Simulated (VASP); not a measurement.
A run of VASP 6.6.1 is set up as follows.

File INCAR:

```
  PREC = Accurate
  ENCUT = 750
  EDIFF = 1E-6
  ISMEAR = 0
  SIGMA = 0.1
  LREAL = F
  LASPH = T
  NELM = 200
  ALGO = Normal
  ISIF = 2
  LWAVE = F
  LCHARG = F
  GGA = PE
  NBANDS = 17
  GGA_COMPAT = F
  LMAXMIX = 6
```

KPOINTS

```
regular mesh
0
Gamma
  6 6 4
```

POSCAR

```
LiTmH4
1.0
    3.1109480469     -1.8266583139     -0.0065973988
    3.1109480469      1.8266583139     -0.0065973988
   -2.0309861664      0.0000000000      5.7678141808
Li Tm H
1 1 4
Direct
    0.9569242742      0.0430757258      0.0000000000
    0.4235912728      0.5764087272      0.5000000000
    0.0751842350      0.2110924178      0.4297665535
    0.7889075822      0.9248157650      0.5702334465
    0.3953113582      0.9498019623      0.8339550747
    0.0501980377      0.6046886418      0.1660449253
```

Potentials or basis: VASP PAW PBE potentials, release 64 (Li_sv, Tm_3, H), 4f in core.

The run is started by

```bash
$ cat potpaw_PBE.64/Li_sv/POTCAR potpaw_PBE.64/Tm_3/POTCAR potpaw_PBE.64/H/POTCAR > POTCAR
$ mpirun -np 1 vasp_std > vasp.out
```

Problem. Predict the largest force.

Solution. 0.050 eV/Å.

Problem. Predict the band gap on the k mesh.

Solution. Zero (bands 8 and 9 overlap by 0.23 eV).

Stress tensor (GPa, compression positive):
```
 0.47  0.00 -0.11
 0.00  0.65  0.00
-0.11  0.00  0.30
```

Caveat: spin-orbit coupling is left out, which moves the levels of the heavy elements; the 4f electrons are frozen in the core, so they carry no moment and show no levels. Spin polarisation is off, so any magnetic state and its effect on volume and gap are missing.
